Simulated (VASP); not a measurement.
Write the native input for VASP 6.6.1 that does the following.

| Property | Result |
| --- | --- |
| Task | single point |
| Functional | PBE |
| Potentials or basis | VASP PAW PBE potentials, release 64 (Al, Pt) |
| Cutoff | 520 eV |
| k mesh | 4 × 4 × 4 |
| Occupations | gaussian, width 0.1 eV |
| Spin | no spin polarisation |
| Dipole correction | no |
| Further INCAR settings | ALGO = Fast; EDIFF = 1e-07; NBANDS = 25 |

The structure of Al2Pt lies in POSCAR:

```
Al2Pt
1.0
    4.1388884403      0.0000000000      0.0000000000
    0.0000000000      4.0649342208      2.8785574389
    0.0000000000     -4.0649342208      2.8785574389
Al Pt
4 2
Direct
    0.0000000000      0.5996143445      0.5996143445
    0.0000000000      0.3631722710      0.0344206021
    0.0000000000      0.0344206021      0.3631722710
    0.5000000000      0.9242665488      0.9242665488
    0.5000000000      0.3487747213      0.7301221240
    0.5000000000      0.7301221240      0.3487747213
```

The input as run:

INCAR

```
PREC = Accurate
ENCUT = 520
EDIFF = 1E-7
ISMEAR = 0
SIGMA = 0.1
LREAL = F
LASPH = T
NELM = 100
ALGO = Fast
ISIF = 2
LWAVE = F
LCHARG = T
GGA = PE
LELF = T
LVHAR = T
NBANDS = 25
```

KPOINTS

```
regular mesh
0
Gamma
  4 4 4
```

Potentials or basis: VASP PAW PBE potentials, release 64 (Al, Pt).

Launch:

```console
$ cat potpaw_PBE.64/Al/POTCAR potpaw_PBE.64/Pt/POTCAR > POTCAR
$ mpirun -np 1 vasp_std > vasp.out
```

It gave:

- Pressure: 0.0 GPa
- Largest force: 0.156 eV/Å
- Band gap on the k mesh: zero (bands 16 and 17 overlap by 2.06 eV)

Caveat: the k points lie up to 0.38 Å⁻¹ apart, too coarse for converged energies and pressures of a metal; spin-orbit coupling is left out, which moves the levels of the heavy elements.

Run time: 28 s on 1 thread of Intel(R) Xeon(R) 6975P-C (Granite Rapids), on a shared host, peak memory 0.23 GiB.
